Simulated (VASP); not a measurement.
GePt:

```
Ge Pt
1.0
     5.75601    0.00000    0.00000
     0.00000    3.73003    0.00000
     0.00000    0.00000    6.11156
Ge Pt
4 4
Direct
  0.81393 0.75000 0.58801
  0.18607 0.25000 0.41199
  0.31393 0.75000 0.91199
  0.68607 0.25000 0.08801
  0.00185 0.75000 0.19271
  0.99815 0.25000 0.80729
  0.50185 0.75000 0.30729
  0.49815 0.25000 0.69271
```

- Program: VASP 6.6.1
- Task: relaxation of cell and atoms
- Functional: PBE
- Potentials or basis: VASP PAW PBE potentials, release 64 (Ge_d, Pt)
- Cutoff: 600 eV
- k mesh: 4 × 6 × 4
- Occupations: gaussian, width 0.1 eV
- Spin: no spin polarisation

At the start: pressure 4.8 GPa; volume 16.40 Å³/atom.

Question: Where does the relaxation end?

Answer: Over 4 steps the energy falls by 7.1 meV/atom and the volume is 16.87 Å³/atom (+2.8 %); space group Pnma (No. 62, to 0.1 Å) before and after.

Step by step:
```
step  energy change (eV)  largest force (eV/Å)  pressure (GPa)  volume (Å³)
   1              0.0000                0.1186            4.84       131.22
   2              0.0638                0.1384           -6.21       140.86
   3             -0.0567                0.0093           -0.11       135.02
   4             -0.0567                0.0106           -0.02       134.94
```

Final structure:
```
CELL_PARAMETERS angstrom
5.81573 0.00000 0.00000
0.00000 3.75965 0.00000
0.00000 0.00000 6.17169
ATOMIC_POSITIONS crystal
Ge 0.81424 0.75000 0.58814
Ge 0.18576 0.25000 0.41186
Ge 0.31424 0.75000 0.91186
Ge 0.68576 0.25000 0.08814
Pt 0.00152 0.75000 0.19249
Pt 0.99848 0.25000 0.80751
Pt 0.50152 0.75000 0.30751
Pt 0.49848 0.25000 0.69249
```
